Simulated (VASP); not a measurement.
# PbO (P4/nmm) in VASP: notebook

The runs below take PbO through relaxation of shape and atoms at fixed volume, single point, with PBEsol.

All numbers are computed with VASP 6.6.1; they aren't measurements. Logs are shortened: lines on timing, memory, paths and dates and some standing lists are left out, and cuts for length are marked.

## Step 1: The cell of the first run

It takes space group P4/nmm (No. 129, tetragonal). The conventional cell has a = 4.035 Å, b = 4.035 Å, c = 5.259 Å, α = 90.00°, β = 90.00°, γ = 90.00°. Within 3.1 Å of Pb (site symmetry 4mm) lie 4 O at 2.34 Å. Within 3.1 Å of O (site symmetry -4m2) lie 4 Pb at 2.34 Å and 4 O at 2.85 Å.

## Step 2: Relaxation of shape and atoms at fixed volume, PBEsol (21.40 Å³/atom)

File INCAR:

```
SYSTEM = PbO
PREC = Accurate
ENCUT = 600
EDIFF = 1E-7
ISMEAR = 0
SIGMA = 0.02
LREAL = .False.
LASPH = .True.
NELM = 80
ALGO = Normal
ISIF = 4
LWAVE = .False.
LCHARG = .False.
GGA = PS
IBRION = 2
NSW = 50
EDIFFG = -0.01
```

File KPOINTS:

```
Automatic mesh
0
Gamma
  8 8 6
  0 0 0
```

File POSCAR:

```
PbO
1.0
    4.0349469671      0.0000000000      0.0000000000
    0.0000000000      4.0349469671      0.0000000000
    0.0000000000      0.0000000000      5.2587616204
Pb O
2 2
Direct
    0.0000000000      0.5000000000      0.2272615100
    0.5000000000      0.0000000000      0.7727384900
    0.0000000000      0.0000000000      0.0000000000
    0.5000000000      0.5000000000      0.0000000000
```

Potentials or basis: VASP PAW PBE potentials, release 64 (Pb_d, O).

On the command line:

```
> cat potpaw_PBE.64/Pb_d/POTCAR potpaw_PBE.64/O/POTCAR > POTCAR
> mpirun -np 1 vasp_std > vasp.out
```

OUTCAR:

```text
SYSTEM = PbO
   PREC = Accurate
   ENCUT = 600
   EDIFF = 1E-7
   ISMEAR = 0
   LREAL = .False.
   LASPH = .True.
   NELM = 80
   ISIF = 4
   GGA = PS
   IBRION = 2
   NSW = 50
   EDIFFG = -0.01

 ion  position               nearest neighbor table
   1  0.000  0.500  0.227-   3 2.34   4 2.34   3 2.34   4 2.34   2 3.72   2 3.72   2 3.72   2 3.72
                             2 4.05   2 4.05   2 4.05   2 4.05
   2  0.500  0.000  0.773-   3 2.34   4 2.34   4 2.34   3 2.34   1 3.72   1 3.72   1 3.72   1 3.72
                             1 4.05   1 4.05   1 4.05   1 4.05
   3  0.000  0.000  0.000-   1 2.34   2 2.34   1 2.34   2 2.34
   4  0.500  0.500  0.000-   1 2.34   2 2.34   2 2.34   1 2.34

  LATTYP: Found a simple tetragonal cell.
 ALAT       =     4.0349469671
 C/A-ratio  =     1.3033037765

  Lattice vectors:

 A1 = (   4.0349469671,   0.0000000000,   0.0000000000)
 A2 = (   0.0000000000,   4.0349469671,   0.0000000000)
 A3 = (   0.0000000000,   0.0000000000,   5.2587616204)

Analysis of symmetry for initial positions (statically):
=====================================================================
 Subroutine PRICEL returns:
 Original cell was already a primitive cell.

 Routine SETGRP: Setting up the symmetry group for a
 simple tetragonal supercell.

 Subroutine GETGRP returns: Found 16 space group operations
 (whereof  8 operations were pure point group operations)
 out of a pool of 16 trial point group operations.

The static configuration has the point symmetry D_2d.
 The point group associated with its full space group is D_4h.

Analysis of symmetry for dynamics (positions and initial velocities):
=====================================================================
 Subroutine PRICEL returns:
 Original cell was already a primitive cell.

 Routine SETGRP: Setting up the symmetry group for a
 simple tetragonal supercell.

 Subroutine GETGRP returns: Found 16 space group operations
 (whereof  8 operations were pure point group operations)
 out of a pool of 16 trial point group operations.

The dynamic configuration has the point symmetry D_2d.
 The point group associated with its full space group is D_4h.

 Subroutine INISYM returns: Found 16 space group operations
 (whereof  8 operations are pure point group operations),
 and found     1 'primitive' translations

----------------------------------------------------------------------------------------

                                     Primitive cell

  volume of cell :      85.6168
[... 102 lines left out ...]
   TEBEG  =    0.0;   TEEND  =   0.0 temperature during run
   PSTRESS=    0.0 pullay stress
   NELECT =      40.0000    total number of electrons
   NUPDOWN=      -1.0000    fix difference up-down
   EMIN   =  10.00;   EMAX   =-10.00  energy-range for DOS
   EFERMI =   0.00;   METHOD = LEGACY
   ISMEAR =     0;   SIGMA  =   0.02  broadening in eV -4-tet -1-fermi 0-gaus
   EFERMI_NEDOS =   21; number of points for ismear=-14 and -15
   IALGO  =     38    algorithm
   IMIX   =      4    mixing-type and parameters
     AMIX     =   0.40;   BMIX     =  1.00
     AMIX_MAG =   1.60;   BMIX_MAG =  1.00
  volume/ion in A,a.u.               =      21.40       144.44
  Fermi-wavevector in a.u.,A,eV,Ry     =   1.270306  2.400531 21.955423  1.613678
  Thomas-Fermi vector in A             =   2.403301
   LORBIT       =      0    0 simple, 1 ext, 2 COOP (PROOUT), +10 PAW based schemes
   GGA     = PS    functional components
   LHFCALC =     F    Hartree Fock is set to
   AEXX    =    0.0000 exact exchange contribution
   IVDW    =     0    specifies the selected vdW correction
   LEPSILON=     F    determine dielectric tensor
   LRPA    =     F    only Hartree local field effects (RPA)
 conjugate gradient relaxation of ions
 non-spin polarized calculation
 Gauss-broadening in eV      SIGMA  =   0.02
  energy-cutoff  :      600.00
  volume of cell :       85.62
 maximum number of plane-waves:      2900
   NGX = 17   NGY = 17   NGZ = 21

--------------------------------------- Ionic step        1  -------------------------------------------

 number of electron      40.0000014 magnetization

 Free energy of the ion-electron system (eV)
  ---------------------------------------------------
  ext. energy  EPLUGINS =         0.00000000
  ---------------------------------------------------
  free energy    TOTEN  =       -22.85628033 eV

  energy without entropy =      -22.85628033  energy(sigma->0) =      -22.85628033

------------------------ aborting loop because EDIFF is reached ----------------------------------------

  FORCE on cell =-STRESS in cart. coord.  units (eV):
  Direction    XX          YY          ZZ          XY          YZ          ZX
  --------------------------------------------------------------------------------------
  -------------------------------------------------------------------------------------
  Total       -1.4420595     -1.4420595     -1.1649429      0.0000000      0.0000000      0.0000000
  in kB      -26.9857583    -26.9857583    -21.7999788      0.0000000      0.0000000      0.0000000
  external PRESSURE =     -25.2571651 kB  Pullay stress =       0.0000000 kB
[... 215 lines left out ...]
--------------------------------------- Ionic step        7  -------------------------------------------

 number of electron      40.0000009 magnetization

 Free energy of the ion-electron system (eV)
  ---------------------------------------------------
  ext. energy  EPLUGINS =         0.00000000
  ---------------------------------------------------
  free energy    TOTEN  =       -22.86890823 eV

  energy without entropy =      -22.86890823  energy(sigma->0) =      -22.86890823

 E-fermi :   4.4162     XC(G=0):  -9.6288

 val. band max:        4.2684397409   @ k =   0.1250   0.0000   0.0000
 cond. band min:       5.7736832805   @ k =   0.5000   0.5000   0.0000
 fundamental gap:      1.5052435396
 Fermi energy:         4.4161966586

 k-point     1 :       0.0000    0.0000    0.0000
  band No.  band energies     occupation
      1     -13.9415      2.00000
      2     -13.4162      2.00000
      3     -11.6135      2.00000
      4     -11.6135      2.00000
      5     -11.5543      2.00000
      6     -11.5505      2.00000
[... 637 lines left out ...]
     23       9.9890      0.00000
     24       9.9890      0.00000

 [... further k-points ...]

------------------------ aborting loop because EDIFF is reached ----------------------------------------

  FORCE on cell =-STRESS in cart. coord.  units (eV):
  Direction    XX          YY          ZZ          XY          YZ          ZX
  --------------------------------------------------------------------------------------
  -------------------------------------------------------------------------------------
  Total       -0.4230529     -0.4230529     -0.4117724      0.0000000      0.0000000      0.0000000
  in kB       -7.9167342     -7.9167342     -7.7056397      0.0000000      0.0000000      0.0000000
  external PRESSURE =      -7.8463694 kB  Pullay stress =       0.0000000 kB
[... 19 lines left out ...]
  FREE ENERGIE OF THE ION-ELECTRON SYSTEM (eV)
  ---------------------------------------------------
  free  energy   TOTEN  =       -22.8689082297 eV

  energy  without entropy=      -22.8689082297  energy(sigma->0) =      -22.86890823

 reached required accuracy - stopping structural energy minimisation
```

CONTCAR:

```text
PbO
   1.00000000000000
     3.9975703424641007    0.0000000000000000    0.0000000000000000
     0.0000000000000000    3.9975703424641007   -0.0000000000000000
     0.0000000000000000    0.0000000000000000    5.3575584492430481
  Pb              O
     2     2
Direct
     0.0000000000000000    0.5000000000000000    0.2216387962610027
     0.5000000000000000    0.0000000000000000    0.7783612037389973
     0.0000000000000000    0.0000000000000000    0.0000000000000000
     0.5000000000000000    0.5000000000000000    0.0000000000000000

  0.00000000E+00  0.00000000E+00  0.00000000E+00
  0.00000000E+00  0.00000000E+00  0.00000000E+00
  0.00000000E+00  0.00000000E+00  0.00000000E+00
  0.00000000E+00  0.00000000E+00  0.00000000E+00
```

Run time: 9.3 min. Hardware: 1 thread of Intel Xeon 8259CL, shared host; peak memory 0.29 GiB.

What came out:

| Item | Value |
| --- | --- |
| Free energy | -22.8689 eV |
| Energy gained by relaxing | 3.2 meV/atom |
| Ionic steps | 7 |
| Pressure after relaxing | -0.8 GPa |
| Largest force after relaxing | 0.010 eV/Å |
| Band gap on the k mesh | 1.51 eV (least direct gap 2.01 eV) |

Forces on the atoms (eV/Å):
```
Pb   0.000  0.000  0.010
Pb   0.000  0.000 -0.010
O    0.000  0.000  0.000
O    0.000  0.000  0.000
```

The path:
```
step  energy change (eV)  largest force (eV/Å)  pressure (GPa)  volume (Å³)
   1              0.0000                0.3376           -2.53        85.62
   2             -0.0080                0.1043           -1.70        85.62
   3             -0.0092                0.0347           -1.20        85.62
   4             -0.0109                0.0282           -1.08        85.62
   5             -0.0122                0.0195           -0.93        85.62
   6             -0.0121                0.0023           -0.63        85.62
   7             -0.0126                0.0099           -0.78        85.62
```

Final structure:
```yaml
crystal:
  lattice:
    - [3.99757, 0.00000, 0.00000]
    - [0.00000, 3.99757, 0.00000]
    - [0.00000, 0.00000, 5.35756]
  atoms:
    - { symbol: Pb, position: [0.00000, 0.50000, 0.22164] }
    - { symbol: Pb, position: [0.50000, 0.00000, 0.77836] }
    - { symbol: O, position: [0.00000, 0.00000, 0.00000] }
    - { symbol: O, position: [0.50000, 0.50000, 0.00000] }
```

Levels at points of the mesh, in eV from the valence-band top:
```csv
k point,band 16,band 17,band 18,band 19,band 20,band 21,band 22,band 23,band 24
"(0.00, 0.00, 0.00)",-4.18,-1.64,-1.61,-1.61,0.00,2.01,4.72,5.89,5.89
"(0.50, 0.00, 0.00)",-3.18,-2.95,-2.95,-1.52,-1.52,3.16,3.16,6.01,6.01
"(0.50, 0.50, 0.00)",-3.42,-1.65,-1.65,-0.98,-0.98,1.51,1.51,5.14,5.14
"(0.00, 0.00, 0.50)",-4.09,-1.67,-1.63,-1.63,-0.92,1.79,4.32,4.32,4.33
"(0.50, 0.00, 0.50)",-3.53,-2.93,-2.93,-0.98,-0.98,2.87,2.87,6.46,6.46
"(0.50, 0.50, 0.50)",-3.70,-2.03,-2.03,-0.98,-0.98,3.56,3.56,4.19,4.19
```

Caveat: the PAW data sets were made with another functional, which shifts forces and pressure a little; spin-orbit coupling is left out, which moves the levels of the heavy elements. A k mesh can miss the band edges.

## Step 3: Single point, PBEsol (20.80 Å³/atom)

This run uses another cell than the first one, of 20.80 Å³/atom.

File INCAR:

```
SYSTEM = PbO
ALGO     = Normal         ! electronic algorithm
EDIFF    = 1E-7           ! SCF threshold, eV
ENCUT    = 520            ! plane-wave cutoff, eV
GGA      = PS             ! functional
ISIF     = 2              ! what is computed and relaxed
ISMEAR   = 0              ! smearing method
LASPH    = .True.         ! aspherical terms in the spheres
LCHARG   = .False.        ! write CHGCAR
LREAL    = .False.        ! projectors in reciprocal space
LWAVE    = .False.        ! write WAVECAR
NBANDS   = 28             ! bands
NELM     = 100            ! most SCF steps
PREC     = Accurate       ! precision mode
SIGMA    = 0.02           ! smearing width, eV
```

File KPOINTS:

```
k-points
0
Gamma
  8 8 6
  0 0 0
```

File POSCAR:

```
PbO
1.0
    3.9965165657      0.0000000000      0.0000000000
    0.0000000000      3.9965165657      0.0000000000
    0.0000000000      0.0000000000      5.2086751331
Pb O
2 2
Direct
    0.0000000000      0.5000000000      0.2272615100
    0.5000000000      0.0000000000      0.7727384900
    0.0000000000      0.0000000000      0.0000000000
    0.5000000000      0.5000000000      0.0000000000
```

Potentials or basis: VASP PAW PBE potentials, release 64 (Pb_d, O).

On the command line:

```
> cat potpaw_PBE.64/Pb_d/POTCAR potpaw_PBE.64/O/POTCAR > POTCAR
> mpirun -np 1 vasp_std > vasp.out
```

Wall time 6.1 min (1 thread of Intel Xeon 8259CL, shared host); peak memory 0.26 GiB.

The run converged. Its results:

| Item | Value |
| --- | --- |
| Free energy | -22.8725 eV |
| Pressure | -0.4 GPa |
| Largest force | 0.043 eV/Å |
| Band gap on the k mesh | 1.38 eV (least direct gap 2.12 eV) |

Forces in eV/Å, atoms in the order of the input:
```
Pb   0.000  0.000  0.043
Pb   0.000  0.000 -0.043
O    0.000  0.000  0.000
O    0.000  0.000  0.000
```

Stress tensor (GPa, compression positive):
```
-0.46  0.00  0.00
 0.00 -0.46  0.00
 0.00  0.00 -0.34
```

Levels at points of the mesh, in eV from the valence-band top:
```tsv
k point	band 16	band 17	band 18	band 19	band 20	band 21	band 22	band 23	band 24	band 25
(0.00, 0.00, 0.00)	-4.23	-1.66	-1.64	-1.64	-0.01	2.11	4.98	5.78	5.78	6.33
(0.50, 0.00, 0.00)	-3.18	-2.98	-2.98	-1.57	-1.57	3.23	3.23	6.19	6.19	6.70
(0.50, 0.50, 0.00)	-3.42	-1.64	-1.64	-1.01	-1.01	1.38	1.38	5.17	5.17	7.44
(0.00, 0.00, 0.50)	-4.12	-1.69	-1.67	-1.67	-0.91	1.79	4.19	4.19	4.28	8.31
(0.50, 0.00, 0.50)	-3.59	-2.96	-2.96	-0.97	-0.97	2.93	2.93	6.39	6.39	7.00
(0.50, 0.50, 0.50)	-3.77	-2.11	-2.11	-1.01	-1.01	3.51	3.51	4.38	4.38	5.61
```

Caveat: the PAW data sets were made with another functional, which shifts forces and pressure a little; spin-orbit coupling is left out, which moves the levels of the heavy elements.

## Step 4: Single point, PBEsol (21.40 Å³/atom)

File INCAR:

```
PREC     = Accurate       # precision mode
ENCUT    = 520            # plane-wave cutoff, eV
EDIFF    = 1E-6           # SCF threshold, eV
ISMEAR   = 0              # smearing method
SIGMA    = 0.02           # smearing width, eV
LREAL    = F              # projectors in reciprocal space
LASPH    = T              # aspherical terms in the spheres
NELM     = 60             # most SCF steps
ALGO     = Normal         # electronic algorithm
ISIF     = 2              # what is computed and relaxed
LWAVE    = F              # write WAVECAR
LCHARG   = T              # write CHGCAR
GGA      = PS             # functional
LELF     = T              # ELF
LVHAR    = T            
NBANDS   = 28             # bands
```

File KPOINTS:

```
Automatic mesh
0
Gamma
  8 8 6
```

File POSCAR:

```
PbO
1.0
    3.9954270628      0.0000000000      0.0000000000
    0.0000000000      3.9954270628      0.0000000000
    0.0000000000      0.0000000000      5.3633079352
Pb O
2 2
Direct
    0.0000000000      0.5000000000      0.2212262958
    0.5000000000      0.0000000000      0.7787737042
    0.0000000000      0.0000000000      0.0000000000
    0.5000000000      0.5000000000      0.0000000000
```

On the command line:

```
> cat potpaw_PBE.64/Pb_d/POTCAR potpaw_PBE.64/O/POTCAR > POTCAR
> mpirun -np 1 vasp_std > vasp.out
```

Run time: 5.1 min. Hardware: 1 thread of Intel Xeon 8259CL, shared host; peak memory 0.26 GiB.

Results (log left out):

```yaml
Free_energy: -22.8646 eV
Pressure: -0.6 GPa
Largest_force: 0.043 eV/Å
Band_gap_on_the_k_mesh: 1.51 eV (least direct gap 2.01 eV)
```

Forces in eV/Å, atoms in the order of the input:
```
Pb   0.000  0.000  0.043
Pb   0.000  0.000 -0.043
O    0.000  0.000  0.000
O    0.000  0.000  0.000
```

Levels at points of the mesh, in eV from the valence-band top:
| k point | band 17 | band 18 | band 19 | band 20 | band 21 | band 22 | band 23 | band 24 |
| --- | --- | --- | --- | --- | --- | --- | --- | --- |
| (0.00, 0.00, 0.00) | -1.65 | -1.62 | -1.62 | 0.00 | 2.00 | 4.71 | 5.90 | 5.90 |
| (0.50, 0.00, 0.00) | -2.96 | -2.96 | -1.52 | -1.52 | 3.15 | 3.15 | 6.00 | 6.00 |
| (0.50, 0.50, 0.00) | -1.65 | -1.65 | -0.99 | -0.99 | 1.51 | 1.51 | 5.14 | 5.14 |
| (0.00, 0.00, 0.50) | -1.67 | -1.64 | -1.64 | -0.93 | 1.78 | 4.33 | 4.33 | 4.33 |
| (0.50, 0.00, 0.50) | -2.94 | -2.94 | -0.99 | -0.99 | 2.87 | 2.87 | 6.47 | 6.47 |
| (0.50, 0.50, 0.50) | -2.03 | -2.03 | -0.99 | -0.99 | 3.56 | 3.56 | 4.18 | 4.18 |

Caveat: the PAW data sets were made with another functional, which shifts forces and pressure a little; spin-orbit coupling is left out, which moves the levels of the heavy elements. A k mesh can miss the band edges.

(Continued in part 2 of 2.)
